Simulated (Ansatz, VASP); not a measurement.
# One calculation of P, two programs

```xyz
6
Lattice="4.8132 0.0000 0.0000 -2.4066 4.1683 0.0000 0.0000 0.0000 6.5544" Properties=species:S:1:pos:R:3 pbc="T T T"
P     1.4356    0.0000    3.2772
P    -0.7178    1.2433    5.4620
P     1.6888    2.9251    1.0924
P     3.3776    0.0000    3.2772
P    -1.6888    2.9251    5.4620
P     0.7178    1.2433    1.0924
```

Alike in both runs: task single point; functional PBE; k mesh 6 × 6 × 4; occupations gaussian, width 0.1 eV; no spin polarisation.

|  | VASP | Ansatz |
| --- | --- | --- |
| version | VASP 6.6.1 | Ansatz 0.2.0 |
| potentials or method | VASP PAW PBE potentials, release 64 (P), cutoff 520 eV | scalar-relativistic, plane waves, PAW |
| valence electrons in the cell | 30 | 30 |

```csv
,VASP,Ansatz,Ansatz less VASP
gap on the k mesh at the Fermi level (eV),none,none,-
pressure (GPa),3.8,4.1,+0.24
"traceless stress, the component that is largest in VASP (GPa)",-8.63,-8.77,-0.138
rms of the force components (eV/Å),1.341,1.397,+0.0566
```

Atom by atom the forces differ by 0.057 eV/Å (rms over components). A gap of «none» marks a metal or a gap that the smearing closes. With one functional, cell and mesh, what is left measures potentials, basis and numerics.
